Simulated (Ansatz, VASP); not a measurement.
# One calculation of SiC, two programs

```
Si C
1.0
     0.00000    2.16450    2.16450
     2.16450    0.00000    2.16450
     2.16450    2.16450    0.00000
Si C
1 1
Direct
  0.00000 0.00000 0.00000
  0.25000 0.25000 0.25000
```

Alike in both runs: task single point; functional LDA; k mesh 8 × 8 × 8; occupations gaussian, width 0.02 eV; no spin polarisation.

|  | VASP | Ansatz |
| --- | --- | --- |
| version | VASP 6.6.1 | Ansatz 0.2.0 |
| potentials or method | VASP PAW LDA potentials, release 64 (Si, C), cutoff 600 eV | scalar-relativistic, plane waves, PAW |
| valence electrons in the cell | 8 | 8 |

Ansatz gave:

* gap on the k mesh at the Fermi level (eV): 1.30
* least direct gap on the mesh (eV): 4.53
* pressure (GPa): 0.0

**Question.** Estimate VASP's values.

**Answer.** gap on the k mesh at the Fermi level (eV): 1.29; least direct gap on the mesh (eV): 4.52; pressure (GPa): 0.3.

LDA's correlation is that of Perdew and Zunger in VASP and of Perdew and Wang (1992) in Ansatz.
